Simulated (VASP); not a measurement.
# Ga (I4_1/amd) in VASP: a series of runs

Runs on Ga. Level: PBE. Tasks: single point.

Program: VASP 6.6.1. These are calculated values, not measurements. Logs are shortened: lines on timing, memory, paths and dates and some standing lists are left out, and cuts for length are marked.

**1. The cell of the first run**

It takes space group I4_1/amd (No. 141, tetragonal). Conventional cell: a = 5.099 Å, b = 5.099 Å, c = 2.690 Å, α = 90.00°, β = 90.00°, γ = 90.00°. Ga (site symmetry -4m2) has 10 Ga at 2.64 to 3.25 Å within 3.5 Å.

**2. Single point, PBE**

INCAR

```
SYSTEM = Ga
PREC = Accurate
ENCUT = 520
EDIFF = 1E-7
ISMEAR = -1
SIGMA = 0.05
LREAL = .FALSE.
LASPH = .TRUE.
NELM = 100
ALGO = Normal
ISIF = 2
LWAVE = .FALSE.
LCHARG = .FALSE.
GGA = PE
NBANDS = 20
```

KPOINTS

```
regular mesh
0
G
  16 16 16
  0 0 0
```

POSCAR

```
Ga
1.0
   -2.5494873683      2.5494873683      1.3449784615
    2.5494873683     -2.5494873683      1.3449784615
    2.5494873683      2.5494873683     -1.3449784615
Ga
2
Direct
   -0.3750000000     -0.1250000000     -0.2500000000
    0.3750000000      0.1250000000      0.2500000000
```

Potentials or basis: VASP PAW PBE potentials, release 64 (Ga_d).

Launch:

```
> cat potpaw_PBE.64/Ga_d/POTCAR > POTCAR
> mpirun -np 1 vasp_std > vasp.out
```

OUTCAR:

```text
SYSTEM = Ga
   PREC = Accurate
   ENCUT = 520
   EDIFF = 1E-7
   ISMEAR = -1
   LREAL = .FALSE.
   LASPH = .TRUE.
   NELM = 100
   ISIF = 2
   GGA = PE

 ion  position               nearest neighbor table
   1  0.625  0.875  0.750-   2 2.64   2 2.64   2 2.64   2 2.64
   2  0.375  0.125  0.250-   1 2.64   1 2.64   1 2.64   1 2.64

  LATTYP: Found a body centered tetragonal cell.
 ALAT       =     5.0989747366
 C/A-ratio  =     0.5275485881

  Lattice vectors:

 A1 = (  -2.5494873683,   2.5494873683,   1.3449784615)
 A2 = (   2.5494873683,  -2.5494873683,   1.3449784615)
 A3 = (   2.5494873683,   2.5494873683,  -1.3449784615)

Analysis of symmetry for initial positions (statically):
=====================================================================
 Subroutine PRICEL returns:
 Original cell was already a primitive cell.

 Routine SETGRP: Setting up the symmetry group for a
 body centered tetragonal supercell.

 Subroutine GETGRP returns: Found 16 space group operations
 (whereof  4 operations were pure point group operations)
 out of a pool of 16 trial point group operations.

The static configuration has the point symmetry C_2h.
 The point group associated with its full space group is D_4h.

Analysis of symmetry for dynamics (positions and initial velocities):
=====================================================================
 Subroutine PRICEL returns:
 Original cell was already a primitive cell.

 Routine SETGRP: Setting up the symmetry group for a
 body centered tetragonal supercell.

 Subroutine GETGRP returns: Found 16 space group operations
 (whereof  4 operations were pure point group operations)
 out of a pool of 16 trial point group operations.

The dynamic configuration has the point symmetry C_2h.
 The point group associated with its full space group is D_4h.

 Subroutine INISYM returns: Found 16 space group operations
 (whereof  4 operations are pure point group operations),
 and found     1 'primitive' translations

----------------------------------------------------------------------------------------

                                     Primitive cell

  volume of cell :      34.9688

  direct lattice vectors                    reciprocal lattice vectors
    -2.549487368  2.549487368  1.344978461     0.000000000  0.196117857  0.371753165
     2.549487368 -2.549487368  1.344978461     0.196117857  0.000000000  0.371753165
     2.549487368  2.549487368 -1.344978461     0.196117857  0.196117857  0.000000000

  length of vectors
     3.848212409  3.848212409  3.848212409     0.420312538  0.420312538  0.277352534

  position of ions in fractional coordinates (direct lattice)
     0.625000000  0.875000000  0.750000000
     0.375000000  0.125000000  0.250000000

  ion indices of the primitive-cell ions
   primitive index   ion index
                 1           1
                 2           2

----------------------------------------------------------------------------------------

 KPOINTS: regular mesh

Automatic generation of k-mesh.
 Grid dimensions read from file:
 generate k-points for:   16   16   16

 Generating k-lattice:

  Cartesian coordinates                     Fractional coordinates (reciprocal lattice)
     0.000000000  0.012257366  0.023234573     0.062500000 -0.000000000  0.000000000
     0.012257366  0.000000000  0.023234573    -0.000000000  0.062500000  0.000000000
     0.012257366  0.012257366  0.000000000     0.000000000  0.000000000  0.062500000

  Length of vectors
     0.026269534  0.026269534  0.017334533

  Shift w.r.t. Gamma in fractional coordinates (k-lattice)
     0.000000000  0.000000000  0.000000000

 Subroutine IBZKPT returns following result:
 ===========================================

 Found    349 irreducible k-points:

 Following reciprocal coordinates:
            Coordinates               Weight
  0.000000  0.000000  0.000000      1.000000
  0.062500 -0.000000  0.000000      8.000000
  0.125000 -0.000000  0.000000      8.000000
  0.187500 -0.000000  0.000000      8.000000
  0.250000 -0.000000  0.000000      8.000000
  0.312500  0.000000 -0.000000      8.000000
[... 16 lines left out ...]
 -0.125000  0.062500 -0.000000     16.000000
 -0.062500  0.062500  0.000000      4.000000
 [... further k-points ...]
   k-points           NKPTS =    349   k-points in BZ     NKDIM =    349   number of bands    NBANDS=     20
   number of dos      NEDOS =    301   number of ions     NIONS =      2
   total plane-waves  NPLWV =  27000
   dimension x,y,z NGX =    30 NGY =   30 NGZ =   30
   dimension x,y,z NGXF=    60 NGYF=   60 NGZF=   60
   ions per type =               2
   NGX,Y,Z   is equivalent  to a cutoff of  12.96, 12.96, 12.96 a.u.
   NGXF,Y,Z  is equivalent  to a cutoff of  25.92, 25.92, 25.92 a.u.
 SYSTEM =  Ga
   PREC   = accura    normal or accurate (medium, high low for compatibility)
   ISTART =      0    job   : 0-new  1-cont  2-samecut
   ICHARG =      2    charge: 1-file 2-atom 10-const
   ISPIN  =      1    spin polarized calculation?
   LNONCOLLINEAR =      F non collinear calculations
   LSORBIT =      F    spin-orbit coupling
   LASPH  =      T    aspherical Exc in radial PAW
   ENCUT  =  520.0 eV  38.22 Ry    6.18 a.u.   7.16  7.16  7.16*2*pi/ulx,y,z
   NELM   =    100;   NELMIN=  2; NELMDL= -5     # of ELM steps
   EDIFF  = 0.1E-06   stopping-criterion for ELM
   LREAL  =      F    real-space projection
   EDIFFG = 0.1E-05   stopping-criterion for IOM
   NSW    =      0    number of steps for IOM
   IBRION =     -1    ionic relax: 0-MD 1-quasi-New 2-CG
   NFREE  =      0    steps in history (QN), initial steepest desc. (CG)
   ISIF   =      2    stress and relaxation
   ISYM   =      2    0-nonsym 1-usesym 2-fastsym
   POTIM  = 0.5000    time-step for ionic-motion
   TEBEG  =    0.0;   TEEND  =   0.0 temperature during run
   PSTRESS=    0.0 pullay stress
   NELECT =      26.0000    total number of electrons
   NUPDOWN=      -1.0000    fix difference up-down
   EMIN   =  10.00;   EMAX   =-10.00  energy-range for DOS
   EFERMI =   0.00;   METHOD = LEGACY
   ISMEAR =    -1;   SIGMA  =   0.05  broadening in eV -4-tet -1-fermi 0-gaus
   EFERMI_NEDOS =   21; number of points for ismear=-14 and -15
   IALGO  =     38    algorithm
   IMIX   =      4    mixing-type and parameters
     AMIX     =   0.40;   BMIX     =  1.00
     AMIX_MAG =   1.60;   BMIX_MAG =  1.00
  volume/ion in A,a.u.               =      17.48       117.99
  Fermi-wavevector in a.u.,A,eV,Ry     =   1.483106  2.802664 29.927431  2.199604
  Thomas-Fermi vector in A             =   2.596809
   LORBIT       =      0    0 simple, 1 ext, 2 COOP (PROOUT), +10 PAW based schemes
   GGA     = PE    functional components
   LHFCALC =     F    Hartree Fock is set to
   AEXX    =    0.0000 exact exchange contribution
   IVDW    =     0    specifies the selected vdW correction
   LEPSILON=     F    determine dielectric tensor
   LRPA    =     F    only Hartree local field effects (RPA)
 non-spin polarized calculation
  energy-cutoff  :      520.00
  volume of cell :       34.97
 maximum number of plane-waves:       957
 NGX is ok and might be reduce to    30
   NGX = 15   NGY = 15   NGZ = 15

 number of electron      26.0000021 magnetization

 Free energy of the ion-electron system (eV)
  ---------------------------------------------------
  ext. energy  EPLUGINS =         0.00000000
  ---------------------------------------------------
  free energy    TOTEN  =        -5.61222556 eV

  energy without entropy =       -5.60559391  energy(sigma->0) =       -5.60890973

 E-fermi :   6.1065     XC(G=0): -11.3550

 val. band max:        6.1050537040   @ k =   0.1875   0.1875   0.1875
 cond. band min:       6.1153155233   @ k =   0.1875   0.1875   0.1250
 fundamental gap:      0.0102618193
 Fermi energy:         6.1064882471

 k-point     1 :       0.0000    0.0000    0.0000
  band No.  band energies     occupation
      1      -9.1382      2.00000
      2      -9.0427      2.00000
      3      -9.0383      2.00000
      4      -9.0163      2.00000
      5      -8.6659      2.00000
      6      -8.6659      2.00000
[... 12 lines left out ...]
     19      18.7951      0.00000
     20      19.9113      0.00000

 k-point     2 :       0.0625   -0.0000    0.0000
  band No.  band energies     occupation
      1      -9.1351      2.00000
      2      -9.0358      2.00000
      3      -9.0242      2.00000
      4      -8.9959      2.00000
      5      -8.6850      2.00000
      6      -8.6840      2.00000
[... 12 lines left out ...]
     19      17.7029      0.00000
     20      19.9428      0.00000

 k-point     3 :       0.1250   -0.0000    0.0000
  band No.  band energies     occupation
      1      -9.1241      2.00000
      2      -9.0161      2.00000
      3      -8.9860      2.00000
      4      -8.9418      2.00000
      5      -8.7220      2.00000
      6      -8.7134      2.00000
[... 12 lines left out ...]
     19      16.5575      0.00000
     20      19.2620      0.00000

 k-point     4 :       0.1875   -0.0000    0.0000
  band No.  band energies     occupation
      1      -9.1050      2.00000
      2      -8.9871      2.00000
      3      -8.9375      2.00000
      4      -8.8719      2.00000
      5      -8.7686      2.00000
      6      -8.7351      2.00000
[... 12 lines left out ...]
     19      15.7841      0.00000
     20      18.0481      0.00000

 k-point     5 :       0.2500   -0.0000    0.0000
  band No.  band energies     occupation
      1      -9.0827      2.00000
      2      -8.9564      2.00000
      3      -8.9070      2.00000
      4      -8.8258      2.00000
      5      -8.8146      2.00000
      6      -8.7306      2.00000
[... 12 lines left out ...]
     19      14.5732      0.00000
     20      17.0565      0.00000
[... 353 lines left out ...]
      6      -8.7161      2.00000
[... 12 lines left out ...]
     19      15.9995      0.00000
     20      18.3795      0.00000

 k-point    22 :      -0.1875    0.0625   -0.0000
  band No.  band energies     occupation
      1      -9.1118      2.00000
      2      -9.0013      2.00000
      3      -8.9898      2.00000
      4      -8.9490      2.00000
      5      -8.7191      2.00000
      6      -8.7032      2.00000
[... 12 lines left out ...]
     19      16.4673      0.00000
     20      19.2898      0.00000

 k-point    23 :      -0.1250    0.0625   -0.0000
  band No.  band energies     occupation
      1      -9.1262      2.00000
      2      -9.0264      2.00000
      3      -9.0251      2.00000
      4      -8.9996      2.00000
      5      -8.6849      2.00000
      6      -8.6797      2.00000
[... 12 lines left out ...]
     19      17.7038      0.00000
     20      20.4809      0.00000

 k-point    24 :      -0.0625    0.0625    0.0000
  band No.  band energies     occupation
      1      -9.1336      2.00000
      2      -9.0393      2.00000
      3      -9.0372      2.00000
      4      -9.0180      2.00000
      5      -8.6680      2.00000
      6      -8.6643      2.00000
[... 12 lines left out ...]
     19      18.7038      0.00000
     20      20.2949      0.00000

 [... further k-points ...]

------------------------ aborting loop because EDIFF is reached ----------------------------------------

  FORCE on cell =-STRESS in cart. coord.  units (eV):
  Direction    XX          YY          ZZ          XY          YZ          ZX
  --------------------------------------------------------------------------------------
  -------------------------------------------------------------------------------------
  Total        1.6506921      1.6506921      1.6508118      0.0000000      0.0000000     -0.0000000
  in kB       75.6302628     75.6302628     75.6357483      0.0000000      0.0000000     -0.0000000
  external PRESSURE =      75.6320913 kB  Pullay stress =       0.0000000 kB

 VOLUME and BASIS-vectors are now :
 -----------------------------------------------------------------------------
  energy-cutoff  :      520.00
  volume of cell :       34.97
      direct lattice vectors                 reciprocal lattice vectors
    -2.549487368  2.549487368  1.344978461     0.000000000  0.196117857  0.371753165
     2.549487368 -2.549487368  1.344978461     0.196117857  0.000000000  0.371753165
     2.549487368  2.549487368 -1.344978461     0.196117857  0.196117857  0.000000000

 POSITION                                       TOTAL-FORCE (eV/Angst)
 -----------------------------------------------------------------------------------
      2.54949      1.27474      1.00873         0.000000     -0.000000     -0.000000
     -0.00000      1.27474      0.33624        -0.000000      0.000000      0.000000
 -----------------------------------------------------------------------------------
    total drift:                                0.000000     -0.000000      0.000000

  FREE ENERGIE OF THE ION-ELECTRON SYSTEM (eV)
  ---------------------------------------------------
  free  energy   TOTEN  =        -5.6122255593 eV

  energy  without entropy=       -5.6055939096  energy(sigma->0) =       -5.60890973
```

Wall time 6.3 min (1 thread of Intel Xeon Platinum 8175M at 2.50GHz (Skylake/Cascade Lake), shared host); peak memory 0.32 GiB.

Results:

* Free energy: -5.6122 eV
* Pressure: 7.6 GPa
* Band gap on the k mesh: zero (bands 13 and 14 overlap by 7.71 eV)

Caveat: the cell stands under pressure.

**3. Single point, PBE**

INCAR

```
ALGO     = Normal         # electronic algorithm
EDIFF    = 1E-6           # SCF threshold, eV
ENCUT    = 520            # plane-wave cutoff, eV
GGA      = PE             # functional
ISIF     = 2              # what is computed and relaxed
ISMEAR   = -1             # smearing method
LASPH    = True           # aspherical terms in the spheres
LCHARG   = True           # write CHGCAR
LELF     = True           # ELF
LREAL    = False          # projectors in reciprocal space
LVHAR    = True         
LWAVE    = False          # write WAVECAR
NBANDS   = 20             # bands
NELM     = 100            # most SCF steps
PREC     = Accurate       # precision mode
SIGMA    = 0.05           # smearing width, eV
```

KPOINTS

```
k-points
0
Gamma
  16 16 16
```

POSCAR is that of step 2.

Potentials or basis: VASP PAW PBE potentials, release 64 (Ga_d).

Launch:

```
> cat potpaw_PBE.64/Ga_d/POTCAR > POTCAR
> mpirun -np 1 vasp_std > vasp.out
```

Run time: 4.3 min. Hardware: 1 thread of Intel Xeon Platinum 8175M at 2.50GHz (Skylake/Cascade Lake), shared host; peak memory 0.32 GiB.

It converged, with:

```yaml
Free_energy: -5.6122 eV
Pressure: 7.4 GPa
Band_gap_on_the_k_mesh: zero (bands 13 and 14 overlap by 7.71 eV)
```

Levels at points of the mesh, in eV from the Fermi level:
```tsv
k point	band 11	band 12	band 13	band 14	band 15	band 16
(0.00, 0.00, 0.00)	-11.58	-0.57	-0.57	-0.50	4.37	10.46
(0.50, 0.00, 0.00)	-4.96	-4.43	-0.02	0.67	0.88	4.14
(0.50, 0.50, 0.00)	-8.62	-8.62	2.75	2.75	4.33	4.33
(0.50, 0.50, 0.50)	-6.19	-6.19	-4.70	-4.70	9.67	9.67
```

Caveat: the cell stands under pressure.
